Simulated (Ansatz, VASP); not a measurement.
**Two plane-wave programs on Al2Cu**

```
Al Cu
1.0
    -2.04460    2.04460    2.89140
     2.04460   -2.04460    2.89140
     2.04460    2.04460   -2.89140
Al Cu
2 1
Cartesian
  -0.1056 1.9918 1.4457
  1.9390 -0.0528 1.4457
  0.0897 0.0449 2.8914
```

Change from the starting cell: mode 4 frozen in at -0.112 Å and mode 5 at -0.037 Å (largest displacements).

Alike in both runs: task single point; functional PBE; k mesh 14 × 14 × 14; occupations gaussian, width 0.15 eV; no spin polarisation.

|  | VASP | Ansatz |
| --- | --- | --- |
| version | VASP 6.6.1 | Ansatz 0.2.0 |
| potentials or method | VASP PAW PBE potentials, release 64 (Al, Cu), cutoff 520 eV | scalar-relativistic, plane waves, PAW |
| valence electrons in the cell | 17 | 25 |

VASP gave:

| Property | Result |
| --- | --- |
| gap on the k mesh at the Fermi level (eV) | none |
| pressure (GPa) | 1.8 |
| traceless stress, the component that is largest in VASP (GPa) | -1.32 |
| rms of the force components (eV/Å) | 0.640 |

Problem. Estimate Ansatz's values.

Solution. gap on the k mesh at the Fermi level (eV): none; pressure (GPa): 1.7; traceless stress, the component that is largest in VASP (GPa): -1.31; rms of the force components (eV/Å): 0.640.

Atom by atom the forces differ by 0.000 eV/Å (rms over components). A gap of «none» marks a metal or a gap that the smearing closes. VASP's potentials hold 17 valence electrons a cell and Ansatz's 25, so a difference there can come from the potentials and not from the codes.
